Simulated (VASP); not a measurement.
Write the native input for VASP 6.6.1 that does the following.

- Task: single point
- Functional: PBE
- Potentials or basis: VASP PAW PBE potentials, release 64 (Cu)
- Cutoff: 520 eV
- k mesh: 24 × 24 × 24
- Occupations: gaussian, width 0.15 eV
- Spin: no spin polarisation
- Dipole correction: no
- Further INCAR settings: ALGO = Fast; EDIFF = 1e-06; NBANDS = 12

The structure of Cu lies in POSCAR:

```
Cu
1.0
   -1.5652551513      1.5652551513      1.3548848590
    1.5652551513     -1.5652551513      1.3548848590
    1.5652551513      1.5652551513     -1.3548848590
Cu
1
Direct
    0.0000000000      0.0000000000      0.0000000000
```

This cell differs from its parent crystal: volume 13.278 Å^3 an atom, c/a of the conventional cell 0.8656.

One way to write it, as run:

INCAR

```
PREC = Accurate
ENCUT = 520
EDIFF = 1E-6
ISMEAR = 0
SIGMA = 0.15
LREAL = F
LASPH = T
NELM = 100
ALGO = Fast
ISIF = 2
LWAVE = F
LCHARG = F
GGA = PE
NBANDS = 12
```

KPOINTS

```
regular mesh
0
Gamma
  24 24 24
```

Potentials or basis: VASP PAW PBE potentials, release 64 (Cu).

Launch:

```console
$ cat potpaw_PBE.64/Cu/POTCAR > POTCAR
$ mpirun -np 1 vasp_std > vasp.out
```

It gave:

```
Pressure : -9.4 GPa
```

Run time: 2.4 min on 1 thread of AMD EPYC 7R43 64-Core Processor (Zen 3), on a shared host, peak memory 0.22 GiB.
